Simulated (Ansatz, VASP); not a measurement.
# One calculation of H8Os, two programs

The input INCAR:

```
  ALGO = Normal
  EDIFF = 1E-6
  ENCUT = 520
  GGA = PE
  GGA_COMPAT = F
  ISIF = 2
  ISMEAR = 0
  LASPH = T
  LCHARG = F
  LMAXMIX = 4
  LNONCOLLINEAR = T
  LORBIT = 11
  LORBMOM = T
  LREAL = F
  LSORBIT = T
  LWAVE = F
  MAGMOM = 0 0 0 0 0 0 0 0 0 0 0 0 0 0 0 0 0 0 0 0 0 0 0 0 0 0 0
  NBANDS = 35
  NELM = 150
  PREC = Accurate
  SIGMA = 0.01
```

Contents of KPOINTS:

```
k-points
0
Gamma
  1 1 1
```

File POSCAR:

```
H8Os
1.0
   12.3400000000      0.0000000000      0.0000000000
    0.0000000000     12.3400000000      0.0000000000
    0.0000000000      0.0000000000     10.2700000000
Os H
1 8
Direct
    0.4998144200      0.4998144200      0.5373739000
    0.6349611000      0.4998128000      0.5622794500
    0.4998160500      0.6349611000      0.5622794500
    0.3646677500      0.4998160500      0.5622794500
    0.4998128000      0.3646677500      0.5622794500
    0.5713201000      0.5713184800      0.4381694300
    0.4283103700      0.5713201000      0.4381694300
    0.4283087500      0.4283103700      0.4381694300
    0.5713184800      0.4283087500      0.4381694300
```

Input for Ansatz:

```yaml
crystal:
  lattice:
    - [12.34, 0.0, 0.0]
    - [0.0, 12.34, 0.0]
    - [0.0, 0.0, 10.27]
  atoms:
    - { symbol: Os, position: [0.49981442, 0.49981442, 0.5373739] }
    - { symbol: H, position: [0.6349611, 0.4998128, 0.56227945] }
    - { symbol: H, position: [0.49981605, 0.6349611, 0.56227945] }
    - { symbol: H, position: [0.36466775, 0.49981605, 0.56227945] }
    - { symbol: H, position: [0.4998128, 0.36466775, 0.56227945] }
    - { symbol: H, position: [0.5713201, 0.57131848, 0.43816943] }
    - { symbol: H, position: [0.42831037, 0.5713201, 0.43816943] }
    - { symbol: H, position: [0.42830875, 0.42831037, 0.43816943] }
    - { symbol: H, position: [0.57131848, 0.42830875, 0.43816943] }
basis:
  ecutwfc: 420
  ecutrho_ratio: 4
kpoints:
  mp_grid: { grid: [1, 1, 1] }
hamiltonian:
  xc: pbe
scf:
  occupations: { method: gaussian, width: 0.01 }
output:
  forces: true
  eigenvalues: true
  populations: true
  write_density: true
  write_potential: true
  elf: true
  volumetric_format: npy
magnetization:
  noncollinear: true
  spin_orbit: true
```

Alike in both runs: task single point; functional PBE; k mesh 1 × 1 × 1; occupations gaussian, width 0.01 eV; non-collinear spin, spin-orbit coupling.

```csv
,VASP,Ansatz
version,VASP 6.6.1,Ansatz 0.2.0
potentials or method,"VASP PAW PBE potentials, release 64 (Os, H), cutoff 520 eV","plane waves, PAW"
valence electrons in the cell,16,24
```

|  | VASP | Ansatz | Ansatz less VASP |
| --- | --- | --- | --- |
| rms of the force components (eV/Å) | 0.085 | 0.128 | +0.0425 |
| net moment per atom (μB) | 0.00 | 0.00 | 0.000 |

Atom by atom the forces differ by 0.046 eV/Å (rms over components). VASP's potentials hold 16 valence electrons a cell and Ansatz's 24, so a difference there can come from the potentials and not from the codes. Ansatz's warnings: structure snapped to symmetry, xc potential rough in thin density.
